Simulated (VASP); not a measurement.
# Re (Fm-3m) in VASP: a series of runs

The runs below take Re through single point, with PBEsol.

Program: VASP 6.6.1. These are calculated values, not measurements. Logs are shortened: lines on timing, memory, paths and dates and some standing lists are left out, and cuts for length are marked.

## 1. The cell of the first run

The structure is cubic, space group Fm-3m (No. 225). The conventional cell has a = 3.976 Å, b = 3.976 Å, c = 3.976 Å, α = 90.00°, β = 90.00°, γ = 90.00°. Re (site symmetry m-3m) has 12 Re at 2.81 Å within 3.7 Å.

## 2. Single point, PBEsol (volume scaled by 1.02)

Input file INCAR:

```
PREC = Accurate ; ENCUT = 520
EDIFF = 1E-7 ; ISMEAR = -1
SIGMA = 0.05 ; LREAL = F
LASPH = T ; NELM = 100
ALGO = Normal ; ISIF = 2
LWAVE = F ; LCHARG = F
GGA = PS ; NBANDS = 10
```

Input file KPOINTS:

```
regular mesh
0
Gamma
  14 14 14
```

Input file POSCAR:

```
Re
1.0
    0.0000000000      1.9880798514      1.9880798514
    1.9880798514      0.0000000000      1.9880798514
    1.9880798514      1.9880798514      0.0000000000
Re
1
Direct
    0.0000000000      0.0000000000      0.0000000000
```

Potentials or basis: VASP PAW PBE potentials, release 64 (Re).

Command:

```sh
$ cat potpaw_PBE.64/Re/POTCAR > POTCAR
$ mpirun -np 1 vasp_std > vasp.out
```

OUTCAR:

```text
PREC = Accurate
   ENCUT = 520
   EDIFF = 1E-7
   ISMEAR = -1
   LREAL = F
   LASPH = T
   NELM = 100
   ISIF = 2
   GGA = PS

 ion  position               nearest neighbor table
   1  0.000  0.000  0.000-

  LATTYP: Found a face centered cubic cell.
 ALAT       =     3.9761597028

  Lattice vectors:

 A1 = (   0.0000000000,   1.9880798514,   1.9880798514)
 A2 = (   1.9880798514,   0.0000000000,   1.9880798514)
 A3 = (   1.9880798514,   1.9880798514,   0.0000000000)

Analysis of symmetry for initial positions (statically):
=====================================================================
 Subroutine PRICEL returns:
 Original cell was already a primitive cell.

 Routine SETGRP: Setting up the symmetry group for a
 face centered cubic supercell.

 Subroutine GETGRP returns: Found 48 space group operations
 (whereof 48 operations were pure point group operations)
 out of a pool of 48 trial point group operations.

The static configuration has the point symmetry O_h .

Analysis of symmetry for dynamics (positions and initial velocities):
=====================================================================
 Subroutine PRICEL returns:
 Original cell was already a primitive cell.

 Routine SETGRP: Setting up the symmetry group for a
 face centered cubic supercell.

 Subroutine GETGRP returns: Found 48 space group operations
 (whereof 48 operations were pure point group operations)
 out of a pool of 48 trial point group operations.

The dynamic configuration has the point symmetry O_h .

 Subroutine INISYM returns: Found 48 space group operations
 (whereof 48 operations are pure point group operations),
 and found     1 'primitive' translations

----------------------------------------------------------------------------------------

                                     Primitive cell

  volume of cell :      15.7156

  direct lattice vectors                    reciprocal lattice vectors
     0.000000000  1.988079851  1.988079851    -0.251498952  0.251498952  0.251498952
     1.988079851  0.000000000  1.988079851     0.251498952 -0.251498952  0.251498952
     1.988079851  1.988079851  0.000000000     0.251498952  0.251498952 -0.251498952

  length of vectors
     2.811569489  2.811569489  2.811569489     0.435608964  0.435608964  0.435608964

  position of ions in fractional coordinates (direct lattice)
     0.000000000  0.000000000  0.000000000

  ion indices of the primitive-cell ions
   primitive index   ion index
                 1           1

----------------------------------------------------------------------------------------

 KPOINTS: regular mesh

Automatic generation of k-mesh.
 Grid dimensions read from file:
 generate k-points for:   14   14   14

 Generating k-lattice:

  Cartesian coordinates                     Fractional coordinates (reciprocal lattice)
    -0.017964211  0.017964211  0.017964211     0.071428571  0.000000000  0.000000000
     0.017964211 -0.017964211  0.017964211     0.000000000  0.071428571  0.000000000
     0.017964211  0.017964211 -0.017964211     0.000000000  0.000000000  0.071428571

  Length of vectors
     0.031114926  0.031114926  0.031114926

  Shift w.r.t. Gamma in fractional coordinates (k-lattice)
     0.000000000  0.000000000  0.000000000

 Subroutine IBZKPT returns following result:
 ===========================================

 Found    104 irreducible k-points:

 Following reciprocal coordinates:
            Coordinates               Weight
  0.000000  0.000000  0.000000      1.000000
  0.071429  0.000000  0.000000      8.000000
  0.142857  0.000000  0.000000      8.000000
  0.214286  0.000000  0.000000      8.000000
  0.285714  0.000000  0.000000      8.000000
  0.357143  0.000000  0.000000      8.000000
[... 16 lines left out ...]
  0.214286  0.142857  0.000000     24.000000
  0.285714  0.142857  0.000000     24.000000
 [... further k-points ...]
   k-points           NKPTS =    104   k-points in BZ     NKDIM =    104   number of bands    NBANDS=     10
   number of dos      NEDOS =    301   number of ions     NIONS =      1
   total plane-waves  NPLWV =  13824
   dimension x,y,z NGX =    24 NGY =   24 NGZ =   24
   dimension x,y,z NGXF=    48 NGYF=   48 NGZF=   48
   ions per type =               1
   NGX,Y,Z   is equivalent  to a cutoff of  14.19, 14.19, 14.19 a.u.
   NGXF,Y,Z  is equivalent  to a cutoff of  28.38, 28.38, 28.38 a.u.
 SYSTEM =  unknown system
   PREC   = accura    normal or accurate (medium, high low for compatibility)
   ISTART =      0    job   : 0-new  1-cont  2-samecut
   ICHARG =      2    charge: 1-file 2-atom 10-const
   ISPIN  =      1    spin polarized calculation?
   LNONCOLLINEAR =      F non collinear calculations
   LSORBIT =      F    spin-orbit coupling
   LASPH  =      T    aspherical Exc in radial PAW
   ENCUT  =  520.0 eV  38.22 Ry    6.18 a.u.   5.23  5.23  5.23*2*pi/ulx,y,z
   NELM   =    100;   NELMIN=  2; NELMDL= -5     # of ELM steps
   EDIFF  = 0.1E-06   stopping-criterion for ELM
   LREAL  =      F    real-space projection
   EDIFFG = 0.1E-05   stopping-criterion for IOM
   NSW    =      0    number of steps for IOM
   IBRION =     -1    ionic relax: 0-MD 1-quasi-New 2-CG
   NFREE  =      0    steps in history (QN), initial steepest desc. (CG)
   ISIF   =      2    stress and relaxation
   ISYM   =      2    0-nonsym 1-usesym 2-fastsym
   POTIM  = 0.5000    time-step for ionic-motion
   TEBEG  =    0.0;   TEEND  =   0.0 temperature during run
   PSTRESS=    0.0 pullay stress
   NELECT =       7.0000    total number of electrons
   NUPDOWN=      -1.0000    fix difference up-down
   EMIN   =  10.00;   EMAX   =-10.00  energy-range for DOS
   EFERMI =   0.00;   METHOD = LEGACY
   ISMEAR =    -1;   SIGMA  =   0.05  broadening in eV -4-tet -1-fermi 0-gaus
   EFERMI_NEDOS =   21; number of points for ismear=-14 and -15
   IALGO  =     38    algorithm
   IMIX   =      4    mixing-type and parameters
     AMIX     =   0.40;   BMIX     =  1.00
     AMIX_MAG =   1.60;   BMIX_MAG =  1.00
  volume/ion in A,a.u.               =      15.72       106.05
  Fermi-wavevector in a.u.,A,eV,Ry     =   1.250250  2.362631 21.267623  1.563126
  Thomas-Fermi vector in A             =   2.384253
   LORBIT       =      0    0 simple, 1 ext, 2 COOP (PROOUT), +10 PAW based schemes
   GGA     = PS    functional components
   LHFCALC =     F    Hartree Fock is set to
   AEXX    =    0.0000 exact exchange contribution
   IVDW    =     0    specifies the selected vdW correction
   LEPSILON=     F    determine dielectric tensor
   LRPA    =     F    only Hartree local field effects (RPA)
 non-spin polarized calculation
  energy-cutoff  :      520.00
  volume of cell :       15.72
 maximum number of plane-waves:       444
 NGX is ok and might be reduce to    24
   NGX = 11   NGY = 11   NGZ = 11

 number of electron       7.0000000 magnetization

 Free energy of the ion-electron system (eV)
  ---------------------------------------------------
  ext. energy  EPLUGINS =         0.00000000
  ---------------------------------------------------
  free energy    TOTEN  =       -13.20884383 eV

  energy without entropy =      -13.19876941  energy(sigma->0) =      -13.20380662

 E-fermi :   7.1701     XC(G=0): -13.4621

 val. band max:        7.1370596558   @ k =  -0.2143   0.2857   0.0714
 cond. band min:       7.1998140415   @ k =  -0.1429   0.1429   0.0000
 fundamental gap:      0.0627543857
 Fermi energy:         7.1700630537

 k-point     1 :       0.0000    0.0000    0.0000
  band No.  band energies     occupation
      1      -2.5136      2.00000
      2       5.4392      2.00000
      3       5.4392      2.00000
      4       5.4392      2.00000
      5       8.3209      0.00000
      6       8.3209      0.00000
      7      21.0684      0.00000
      8      26.3250      0.00000
      9      26.3250      0.00000
     10      26.3250      0.00000

 k-point     2 :       0.0714    0.0000    0.0000
  band No.  band energies     occupation
      1      -2.2937      2.00000
      2       5.2946      2.00000
      3       5.5403      2.00000
      4       5.5403      2.00000
      5       8.2440      0.00000
      6       8.2440      0.00000
      7      21.4874      0.00000
      8      25.2380      0.00000
      9      26.7196      0.00000
     10      26.7196      0.00000

 k-point     3 :       0.1429    0.0000    0.0000
  band No.  band energies     occupation
      1      -1.6715      2.00000
      2       4.9564      2.00000
      3       5.7732      2.00000
      4       5.7732      2.00000
      5       8.1181      0.00000
      6       8.1181      0.00000
      7      22.4856      0.00000
      8      23.5709      0.00000
      9      27.8430      0.00000
     10      27.8430      0.00000

 k-point     4 :       0.2143    0.0000    0.0000
  band No.  band energies     occupation
      1      -0.7812      2.00000
      2       4.6678      2.00000
      3       5.9083      2.00000
      4       5.9083      2.00000
      5       8.2400      0.00000
      6       8.2400      0.00000
      7      21.5884      0.00000
      8      24.0156      0.00000
      9      29.5241      0.00000
     10      29.5243      0.00000
[... 222 lines left out ...]
 k-point    22 :       0.1429    0.1429    0.0000
  band No.  band energies     occupation
      1      -1.3850      2.00000
      2       4.5161      2.00000
      3       6.1358      2.00000
      4       6.1358      2.00000
      5       7.2055      0.66013
      6       8.6923      0.00000
      7      23.1891      0.00000
      8      24.7711      0.00000
      9      26.7421      0.00000
     10      26.7421      0.00000

 k-point    23 :       0.2143    0.1429    0.0000
  band No.  band energies     occupation
      1      -0.6966      2.00000
      2       4.1335      2.00000
      3       6.2182      2.00000
      4       6.4602      2.00000
      5       7.1092      1.54336
      6       8.9020      0.00000
      7      23.7174      0.00000
      8      24.3979      0.00000
      9      26.9604      0.00000
     10      27.4880      0.00000

 k-point    24 :       0.2857    0.1429    0.0000
  band No.  band energies     occupation
      1       0.1905      2.00000
      2       3.8916      2.00000
      3       5.7053      2.00000
      4       6.5747      1.99999
      5       7.9189      0.00000
      6       9.3380      0.00000
      7      22.1213      0.00000
      8      25.1326      0.00000
      9      27.1227      0.00000
     10      27.8284      0.00000

 [... further k-points ...]
[... 5 lines left out ...]
  --------------------------------------------------------------------------------------
  -------------------------------------------------------------------------------------
  Total       -2.4295797     -2.4295797     -2.4295797      0.0000000      0.0000000      0.0000000
  in kB     -247.6910205   -247.6910205   -247.6910205      0.0000000      0.0000000      0.0000000
  external PRESSURE =    -247.6910205 kB  Pullay stress =       0.0000000 kB

 VOLUME and BASIS-vectors are now :
 -----------------------------------------------------------------------------
  energy-cutoff  :      520.00
  volume of cell :       15.72
      direct lattice vectors                 reciprocal lattice vectors
     0.000000000  1.988079851  1.988079851    -0.251498952  0.251498952  0.251498952
     1.988079851  0.000000000  1.988079851     0.251498952 -0.251498952  0.251498952
     1.988079851  1.988079851  0.000000000     0.251498952  0.251498952 -0.251498952

 POSITION                                       TOTAL-FORCE (eV/Angst)
 -----------------------------------------------------------------------------------
      0.00000      0.00000      0.00000         0.000000      0.000000      0.000000
 -----------------------------------------------------------------------------------
    total drift:                               -0.000000      0.000000      0.000000

  FREE ENERGIE OF THE ION-ELECTRON SYSTEM (eV)
  ---------------------------------------------------
  free  energy   TOTEN  =       -13.2088438261 eV

  energy  without entropy=      -13.1987694058  energy(sigma->0) =      -13.20380662
```

Run time: 9.1 s. Hardware: 1 thread of Intel Xeon 6975P-C, shared host; peak memory 0.15 GiB.

What came out:

- Free energy: -13.2088 eV
- Pressure: -24.8 GPa

Caveat: the PAW data sets were made with another functional, which shifts forces and pressure a little; spin-orbit coupling is left out, which moves the levels of the heavy elements.

## 3. Single point, PBEsol (volume scaled by 1.04)

Input file INCAR:

```
SYSTEM = Re
PREC     = Accurate       ! precision mode
ENCUT    = 520            ! plane-wave cutoff, eV
EDIFF    = 1E-6           ! SCF threshold, eV
ISMEAR   = -1             ! smearing method
SIGMA    = 0.05           ! smearing width, eV
LREAL    = .FALSE.        ! projectors in reciprocal space
LASPH    = .TRUE.         ! aspherical terms in the spheres
NELM     = 80             ! most SCF steps
ALGO     = Normal         ! electronic algorithm
ISIF     = 2              ! what is computed and relaxed
LWAVE    = .FALSE.        ! write WAVECAR
LCHARG   = .FALSE.        ! write CHGCAR
GGA      = PS             ! functional
NBANDS   = 10             ! bands
```

Input file KPOINTS:

```
regular mesh
0
G
  14 14 14
  0 0 0
```

Input file POSCAR:

```
Re
1.0
    0.0000000000      2.0009898225      2.0009898225
    2.0009898225      0.0000000000      2.0009898225
    2.0009898225      2.0009898225      0.0000000000
Re
1
Direct
    0.0000000000      0.0000000000      0.0000000000
```

Potentials or basis: VASP PAW PBE potentials, release 64 (Re).

Command:

```sh
$ cat potpaw_PBE.64/Re/POTCAR > POTCAR
$ mpirun -np 1 vasp_std > vasp.out
```

Wall time 8.7 s (1 thread of Intel Xeon 6975P-C, shared host); peak memory 0.15 GiB.

The run converged. Its results:

```
Free energy : -13.1564 eV
Pressure    : -29.9 GPa
```

Levels at points of the mesh, in eV from the Fermi level:
```
           k point  band 1  band 2  band 3  band 4  band 5  band 6  band 7  band 8  band 9
(0.00, 0.00, 0.00)   -9.55   -1.68   -1.68   -1.68    1.11    1.11   13.88   19.03   19.03
(0.50, 0.00, 0.00)   -6.27   -1.86   -1.86    0.12    3.36    3.36    8.77   13.35   19.16
(0.50, 0.50, 0.00)   -6.11   -5.29    2.48    3.30    4.01    4.01   11.52   11.61   11.61
```

Caveat: the PAW data sets were made with another functional, which shifts forces and pressure a little; spin-orbit coupling is left out, which moves the levels of the heavy elements.

[end of part 1 of 2]
